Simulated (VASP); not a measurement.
# ZnAu in VASP: further runs

ZnAu is run at these levels: PBEsol; tasks: single point.

All numbers are computed with VASP 6.6.1; they aren't measurements. Logs are shortened: lines on timing, memory, paths and dates and some standing lists are left out, and cuts for length are marked.

## Step 1: The cell of the first run

The structure is cubic, space group Pm-3m (No. 221). Conventional cell: a = 3.147 Å, b = 3.147 Å, c = 3.147 Å, α = 90.00°, β = 90.00°, γ = 90.00°. Au (site symmetry m-3m) has 8 Zn at 2.73 Å and 6 Au at 3.15 Å within 3.6 Å. Zn (site symmetry m-3m) has 8 Au at 2.73 Å and 6 Zn at 3.15 Å within 3.6 Å.

## Step 2: Single point, PBEsol

INCAR

```
SYSTEM = ZnAu
PREC = Accurate ; ENCUT = 520
EDIFF = 1E-7 ; ISMEAR = -1
SIGMA = 0.05 ; LREAL = .False.
LASPH = .True. ; NELM = 60
ALGO = Normal ; ISIF = 2
LWAVE = .False. ; LCHARG = .False.
GGA = PS ; NBANDS = 18
```

KPOINTS

```
Automatic mesh
0
Gamma
  8 8 8
  0 0 0
```

POSCAR

```
ZnAu
1.0
    3.1470000000      0.0000000000      0.0000000000
    0.0000000000      3.1470000000      0.0000000000
    0.0000000000      0.0000000000      3.1470000000
Au Zn
1 1
Direct
    0.0000000000      0.0000000000      0.0000000000
    0.5000000000      0.5000000000      0.5000000000
```

Potentials or basis: VASP PAW PBE potentials, release 64 (Au, Zn).

Launch:

```sh
$ cat potpaw_PBE.64/Au/POTCAR potpaw_PBE.64/Zn/POTCAR > POTCAR
$ mpirun -np 1 vasp_std > vasp.out
```

OUTCAR:

```text
SYSTEM = ZnAu
   PREC = Accurate
   ENCUT = 520
   EDIFF = 1E-7
   ISMEAR = -1
   LREAL = .False.
   LASPH = .True.
   NELM = 60
   ISIF = 2
   GGA = PS

 ion  position               nearest neighbor table
   1  0.000  0.000  0.000-   2 2.73   2 2.73   2 2.73   2 2.73   2 2.73   2 2.73   2 2.73   2 2.73

   2  0.500  0.500  0.500-   1 2.73   1 2.73   1 2.73   1 2.73   1 2.73   1 2.73   1 2.73   1 2.73

  LATTYP: Found a simple cubic cell.
 ALAT       =     3.1470000000

  Lattice vectors:

 A1 = (   3.1470000000,   0.0000000000,   0.0000000000)
 A2 = (   0.0000000000,   3.1470000000,   0.0000000000)
 A3 = (   0.0000000000,   0.0000000000,   3.1470000000)

Analysis of symmetry for initial positions (statically):
=====================================================================
 Subroutine PRICEL returns:
 Original cell was already a primitive cell.

 Routine SETGRP: Setting up the symmetry group for a
 simple cubic supercell.

 Subroutine GETGRP returns: Found 48 space group operations
 (whereof 48 operations were pure point group operations)
 out of a pool of 48 trial point group operations.

The static configuration has the point symmetry O_h .

Analysis of symmetry for dynamics (positions and initial velocities):
=====================================================================
 Subroutine PRICEL returns:
 Original cell was already a primitive cell.

 Routine SETGRP: Setting up the symmetry group for a
 simple cubic supercell.

 Subroutine GETGRP returns: Found 48 space group operations
 (whereof 48 operations were pure point group operations)
 out of a pool of 48 trial point group operations.

The dynamic configuration has the point symmetry O_h .

 Subroutine INISYM returns: Found 48 space group operations
 (whereof 48 operations are pure point group operations),
 and found     1 'primitive' translations

----------------------------------------------------------------------------------------

                                     Primitive cell

  volume of cell :      31.1667

  direct lattice vectors                    reciprocal lattice vectors
     3.147000000  0.000000000  0.000000000     0.317762949  0.000000000  0.000000000
     0.000000000  3.147000000  0.000000000     0.000000000  0.317762949  0.000000000
     0.000000000  0.000000000  3.147000000     0.000000000  0.000000000  0.317762949

  length of vectors
[... 78 lines left out ...]
   LSORBIT =      F    spin-orbit coupling
   LASPH  =      T    aspherical Exc in radial PAW
   ENCUT  =  520.0 eV  38.22 Ry    6.18 a.u.   5.85  5.85  5.85*2*pi/ulx,y,z
   NELM   =     60;   NELMIN=  2; NELMDL= -5     # of ELM steps
   EDIFF  = 0.1E-06   stopping-criterion for ELM
   LREAL  =      F    real-space projection
   EDIFFG = 0.1E-05   stopping-criterion for IOM
   NSW    =      0    number of steps for IOM
   IBRION =     -1    ionic relax: 0-MD 1-quasi-New 2-CG
   NFREE  =      0    steps in history (QN), initial steepest desc. (CG)
   ISIF   =      2    stress and relaxation
   ISYM   =      2    0-nonsym 1-usesym 2-fastsym
   POTIM  = 0.5000    time-step for ionic-motion
   TEBEG  =    0.0;   TEEND  =   0.0 temperature during run
   PSTRESS=    0.0 pullay stress
   NELECT =      23.0000    total number of electrons
   NUPDOWN=      -1.0000    fix difference up-down
   EMIN   =  10.00;   EMAX   =-10.00  energy-range for DOS
   EFERMI =   0.00;   METHOD = LEGACY
   ISMEAR =    -1;   SIGMA  =   0.05  broadening in eV -4-tet -1-fermi 0-gaus
   EFERMI_NEDOS =   21; number of points for ismear=-14 and -15
   IALGO  =     38    algorithm
   IMIX   =      4    mixing-type and parameters
     AMIX     =   0.40;   BMIX     =  1.00
     AMIX_MAG =   1.60;   BMIX_MAG =  1.00
  volume/ion in A,a.u.               =      15.58       105.16
  Fermi-wavevector in a.u.,A,eV,Ry     =   1.479406  2.795672 29.778283  2.188642
  Thomas-Fermi vector in A             =   2.593568
   LORBIT       =      0    0 simple, 1 ext, 2 COOP (PROOUT), +10 PAW based schemes
   GGA     = PS    functional components
   LHFCALC =     F    Hartree Fock is set to
   AEXX    =    0.0000 exact exchange contribution
   IVDW    =     0    specifies the selected vdW correction
   LEPSILON=     F    determine dielectric tensor
   LRPA    =     F    only Hartree local field effects (RPA)
 non-spin polarized calculation
  energy-cutoff  :      520.00
  volume of cell :       31.17
 maximum number of plane-waves:       860
 NGX is ok and might be reduce to    24
   NGX = 11   NGY = 11   NGZ = 11

 number of electron      23.0000000 magnetization

 Free energy of the ion-electron system (eV)
  ---------------------------------------------------
  ext. energy  EPLUGINS =         0.00000000
  ---------------------------------------------------
  free energy    TOTEN  =        -5.95656616 eV

  energy without entropy =       -5.95438216  energy(sigma->0) =       -5.95547416

 E-fermi :   6.7850     XC(G=0): -12.5341

 val. band max:        6.6074208225   @ k =   0.5000   0.3750   0.2500
 cond. band min:       6.9610405951   @ k =   0.3750   0.3750   0.1250
 fundamental gap:      0.3536197727
 Fermi energy:         6.7849617693

 k-point     1 :       0.0000    0.0000    0.0000
  band No.  band energies     occupation
      1      -3.7510      2.00000
      2      -1.1843      2.00000
      3      -1.1843      2.00000
      4      -0.4830      2.00000
      5      -0.4830      2.00000
      6      -0.4830      2.00000
[... 481 lines left out ...]
      5      -0.2246      2.00000
      6       0.5475      2.00000
[... 10 lines left out ...]
     17      19.1076      0.00000
     18      21.3193      0.00000

 [... further k-points ...]

------------------------ aborting loop because EDIFF is reached ----------------------------------------

  FORCE on cell =-STRESS in cart. coord.  units (eV):
  Direction    XX          YY          ZZ          XY          YZ          ZX
  --------------------------------------------------------------------------------------
  -------------------------------------------------------------------------------------
  Total       -0.3884201     -0.3884201     -0.3884201     -0.0000000     -0.0000000      0.0000000
  in kB      -19.9674265    -19.9674265    -19.9674265     -0.0000000     -0.0000000      0.0000000
  external PRESSURE =     -19.9674265 kB  Pullay stress =       0.0000000 kB

 VOLUME and BASIS-vectors are now :
 -----------------------------------------------------------------------------
  energy-cutoff  :      520.00
  volume of cell :       31.17
      direct lattice vectors                 reciprocal lattice vectors
     3.147000000  0.000000000  0.000000000     0.317762949  0.000000000  0.000000000
     0.000000000  3.147000000  0.000000000     0.000000000  0.317762949  0.000000000
     0.000000000  0.000000000  3.147000000     0.000000000  0.000000000  0.317762949

 POSITION                                       TOTAL-FORCE (eV/Angst)
 -----------------------------------------------------------------------------------
      0.00000      0.00000      0.00000         0.000000      0.000000      0.000000
      1.57350      1.57350      1.57350         0.000000      0.000000      0.000000
 -----------------------------------------------------------------------------------
    total drift:                                0.000000      0.000000     -0.000000

  FREE ENERGIE OF THE ION-ELECTRON SYSTEM (eV)
  ---------------------------------------------------
  free  energy   TOTEN  =        -5.9565661590 eV

  energy  without entropy=       -5.9543821616  energy(sigma->0) =       -5.95547416
```

OSZICAR:

```text
N       E                     dE             d eps       ncg     rms          rms(c)
DAV:   1     0.132957426142E+03    0.13296E+03   -0.11147E+04  1300   0.165E+03
DAV:   2    -0.100556885573E+01   -0.13396E+03   -0.12755E+03  1282   0.319E+02
DAV:   3    -0.646942415240E+01   -0.54639E+01   -0.54295E+01  1382   0.696E+01
DAV:   4    -0.651804158934E+01   -0.48617E-01   -0.48598E-01  1344   0.585E+00
DAV:   5    -0.651858537215E+01   -0.54378E-03   -0.54378E-03  1346   0.662E-01    0.876E+00
DAV:   6    -0.599432129339E+01    0.52426E+00   -0.15089E+00  1362   0.143E+01    0.540E+00
DAV:   7    -0.596635608096E+01    0.27965E-01   -0.34552E-02  1724   0.324E+00    0.289E+00
DAV:   8    -0.595654584102E+01    0.98102E-02   -0.76855E-03  1346   0.930E-01    0.121E-01
DAV:   9    -0.595656053982E+01   -0.14699E-04   -0.35347E-04  1522   0.251E-01    0.611E-02
DAV:  10    -0.595656604189E+01   -0.55021E-05   -0.27827E-05  1526   0.573E-02    0.174E-02
DAV:  11    -0.595656625475E+01   -0.21286E-06   -0.32128E-06  1388   0.246E-02    0.386E-03
DAV:  12    -0.595656615904E+01    0.95708E-07   -0.39687E-08   744   0.601E-03
   1 F= -.59565662E+01 E0= -.59554742E+01  d E =-.218400E-02
```

stdout:

```text
POSCAR found type information on POSCAR AuZn
 POSCAR found :  2 types and       2 ions
 scaLAPACK will be used
 -----------------------------------------------------------------------------
|                                                                             |
|                                                                             |
|     You enforced a specific xc type in the INCAR file but a different       |
|     I HOPE YOU KNOW WHAT YOU ARE DOING!                                     |
|                                                                             |
 -----------------------------------------------------------------------------

 LDA part: xc-table for (Slater+PW92), standard interpolation
 POSCAR, INCAR and KPOINTS ok, starting setup
 FFT: planning ... GRIDC
 FFT: planning ... GRID_SOFT
 FFT: planning ... GRID
 WAVECAR not read
 entering main loop
```

Run time: 5.5 s. Hardware: 1 thread of Intel Xeon 6975P-C (Granite Rapids), shared host; peak memory 0.15 GiB.

Results:

| Property | Result |
| --- | --- |
| Free energy | -5.9566 eV |
| Pressure | -2.0 GPa |

Levels at points of the mesh, in eV from the Fermi level:
| k point | band 7 | band 8 | band 9 | band 10 | band 11 | band 12 | band 13 | band 14 | band 15 | band 16 |
| --- | --- | --- | --- | --- | --- | --- | --- | --- | --- | --- |
| (0.00, 0.00, 0.00) | -5.28 | -5.28 | -3.59 | -3.59 | -3.59 | 5.08 | 5.08 | 5.08 | 8.95 | 12.25 |
| (0.50, 0.00, 0.00) | -5.66 | -5.34 | -4.78 | -4.78 | -3.75 | -2.24 | 10.54 | 11.23 | 11.23 | 11.31 |
| (0.50, 0.50, 0.00) | -4.91 | -3.94 | -3.94 | -3.01 | -1.89 | -1.89 | 0.94 | 2.63 | 10.49 | 12.78 |
| (0.50, 0.50, 0.50) | -6.31 | -6.31 | -2.95 | -2.95 | 1.50 | 3.67 | 3.85 | 3.85 | 3.85 | 6.02 |

Caveat: the PAW data sets were made with another functional, which shifts forces and pressure a little; spin-orbit coupling is left out, which moves the levels of the heavy elements.

## Step 3: Single point, PBEsol (volume scaled by 1.02)

INCAR

```
ALGO     = Normal         # electronic algorithm
EDIFF    = 1E-6           # SCF threshold, eV
ENCUT    = 520            # plane-wave cutoff, eV
GGA      = PS             # functional
ISIF     = 2              # what is computed and relaxed
ISMEAR   = -1             # smearing method
LASPH    = T              # aspherical terms in the spheres
LCHARG   = F              # write CHGCAR
LREAL    = F              # projectors in reciprocal space
LWAVE    = F              # write WAVECAR
NBANDS   = 18             # bands
NELM     = 100            # most SCF steps
PREC     = Accurate       # precision mode
SIGMA    = 0.05           # smearing width, eV
```

KPOINTS

```
k-points
0
Gamma
  8 8 8
```

POSCAR

```
ZnAu
1.0
    3.1678416670      0.0000000000      0.0000000000
    0.0000000000      3.1678416670      0.0000000000
    0.0000000000      0.0000000000      3.1678416670
Au Zn
1 1
Direct
    0.0000000000      0.0000000000      0.0000000000
    0.5000000000      0.5000000000      0.5000000000
```

Potentials or basis: VASP PAW PBE potentials, release 64 (Au, Zn).

Launch:

```sh
$ cat potpaw_PBE.64/Au/POTCAR potpaw_PBE.64/Zn/POTCAR > POTCAR
$ mpirun -np 1 vasp_std > vasp.out
```

OUTCAR:

```text
EDIFF = 1E-6
   ENCUT = 520
   GGA = PS
   ISIF = 2
   ISMEAR = -1
   LASPH = T
   LREAL = F
   NELM = 100
   PREC = Accurate

 ion  position               nearest neighbor table
   1  0.000  0.000  0.000-   2 2.74   2 2.74   2 2.74   2 2.74   2 2.74   2 2.74   2 2.74   2 2.74

   2  0.500  0.500  0.500-   1 2.74   1 2.74   1 2.74   1 2.74   1 2.74   1 2.74   1 2.74   1 2.74

  LATTYP: Found a simple cubic cell.
 ALAT       =     3.1678416670

  Lattice vectors:

 A1 = (   3.1678416670,   0.0000000000,   0.0000000000)
 A2 = (   0.0000000000,   3.1678416670,   0.0000000000)
 A3 = (   0.0000000000,   0.0000000000,   3.1678416670)

Analysis of symmetry for initial positions (statically):
=====================================================================
 Subroutine PRICEL returns:
 Original cell was already a primitive cell.

 Routine SETGRP: Setting up the symmetry group for a
 simple cubic supercell.

 Subroutine GETGRP returns: Found 48 space group operations
 (whereof 48 operations were pure point group operations)
 out of a pool of 48 trial point group operations.

The static configuration has the point symmetry O_h .

Analysis of symmetry for dynamics (positions and initial velocities):
=====================================================================
 Subroutine PRICEL returns:
 Original cell was already a primitive cell.

 Routine SETGRP: Setting up the symmetry group for a
 simple cubic supercell.

 Subroutine GETGRP returns: Found 48 space group operations
 (whereof 48 operations were pure point group operations)
 out of a pool of 48 trial point group operations.

The dynamic configuration has the point symmetry O_h .

[... 109 lines left out ...]
   NELECT =      23.0000    total number of electrons
   NUPDOWN=      -1.0000    fix difference up-down
   EMIN   =  10.00;   EMAX   =-10.00  energy-range for DOS
   EFERMI =   0.00;   METHOD = LEGACY
   ISMEAR =    -1;   SIGMA  =   0.05  broadening in eV -4-tet -1-fermi 0-gaus
   EFERMI_NEDOS =   21; number of points for ismear=-14 and -15
   IALGO  =     38    algorithm
   IMIX   =      4    mixing-type and parameters
     AMIX     =   0.40;   BMIX     =  1.00
     AMIX_MAG =   1.60;   BMIX_MAG =  1.00
  volume/ion in A,a.u.               =      15.89       107.26
  Fermi-wavevector in a.u.,A,eV,Ry     =   1.469673  2.777279 29.387741  2.159938
  Thomas-Fermi vector in A             =   2.585022
   LORBIT       =      0    0 simple, 1 ext, 2 COOP (PROOUT), +10 PAW based schemes
   GGA     = PS    functional components
   LHFCALC =     F    Hartree Fock is set to
   AEXX    =    0.0000 exact exchange contribution
   IVDW    =     0    specifies the selected vdW correction
   LEPSILON=     F    determine dielectric tensor
   LRPA    =     F    only Hartree local field effects (RPA)
 non-spin polarized calculation
  energy-cutoff  :      520.00
  volume of cell :       31.79
 maximum number of plane-waves:       876
 NGX is ok and might be reduce to    24
   NGX = 11   NGY = 11   NGZ = 11

 number of electron      23.0000026 magnetization

 Free energy of the ion-electron system (eV)
  ---------------------------------------------------
  ext. energy  EPLUGINS =         0.00000000
  ---------------------------------------------------
  free energy    TOTEN  =        -5.94420570 eV

  energy without entropy =       -5.94231414  energy(sigma->0) =       -5.94325992

 E-fermi :   6.5403     XC(G=0): -12.4216

 val. band max:        6.3610782190   @ k =   0.5000   0.3750   0.2500
 cond. band min:       6.7341254480   @ k =   0.3750   0.3750   0.1250
 fundamental gap:      0.3730472289
 Fermi energy:         6.5402860778

 k-point     1 :       0.0000    0.0000    0.0000
  band No.  band energies     occupation
      1      -3.8082      2.00000
      2      -1.3290      2.00000
      3      -1.3290      2.00000
      4      -0.6737      2.00000
      5      -0.6737      2.00000
      6      -0.6737      2.00000
[... 481 lines left out ...]
      5      -0.4287      2.00000
      6       0.3775      2.00000
[... 10 lines left out ...]
     17      18.7647      0.00000
     18      20.8975      0.00000

 [... further k-points ...]

------------------------ aborting loop because EDIFF is reached ----------------------------------------

  FORCE on cell =-STRESS in cart. coord.  units (eV):
  Direction    XX          YY          ZZ          XY          YZ          ZX
  --------------------------------------------------------------------------------------
  -------------------------------------------------------------------------------------
  Total       -0.8934020     -0.8934020     -0.8934020      0.0000000     -0.0000000      0.0000000
  in kB      -45.0263857    -45.0263857    -45.0263857      0.0000000     -0.0000000      0.0000000
  external PRESSURE =     -45.0263857 kB  Pullay stress =       0.0000000 kB

 VOLUME and BASIS-vectors are now :
 -----------------------------------------------------------------------------
  energy-cutoff  :      520.00
  volume of cell :       31.79
      direct lattice vectors                 reciprocal lattice vectors
     3.167841667  0.000000000  0.000000000     0.315672343  0.000000000  0.000000000
     0.000000000  3.167841667  0.000000000     0.000000000  0.315672343  0.000000000
     0.000000000  0.000000000  3.167841667     0.000000000  0.000000000  0.315672343

 POSITION                                       TOTAL-FORCE (eV/Angst)
 -----------------------------------------------------------------------------------
      0.00000      0.00000      0.00000         0.000000      0.000000      0.000000
      1.58392      1.58392      1.58392         0.000000      0.000000      0.000000
 -----------------------------------------------------------------------------------
    total drift:                                0.000000      0.000000     -0.000000

  FREE ENERGIE OF THE ION-ELECTRON SYSTEM (eV)
  ---------------------------------------------------
  free  energy   TOTEN  =        -5.9442056968 eV

  energy  without entropy=       -5.9423141398  energy(sigma->0) =       -5.94325992
```

stdout:

```text
POSCAR found type information on POSCAR AuZn
 POSCAR found :  2 types and       2 ions
 scaLAPACK will be used
 -----------------------------------------------------------------------------
|                                                                             |
|                                                                             |
|     You enforced a specific xc type in the INCAR file but a different       |
|     I HOPE YOU KNOW WHAT YOU ARE DOING!                                     |
|                                                                             |
 -----------------------------------------------------------------------------

 LDA part: xc-table for (Slater+PW92), standard interpolation
 POSCAR, INCAR and KPOINTS ok, starting setup
 FFT: planning ... GRIDC
 FFT: planning ... GRID_SOFT
 FFT: planning ... GRID
 WAVECAR not read
 entering main loop
```

It took 5 s on 1 thread of Intel Xeon 6975P-C (Granite Rapids), shared host; peak memory 0.15 GiB.

What came out:

- Free energy: -5.9442 eV
- Pressure: -4.5 GPa

Caveat: the PAW data sets were made with another functional, which shifts forces and pressure a little; spin-orbit coupling is left out, which moves the levels of the heavy elements.

(Part 1 of 2 ends here.)
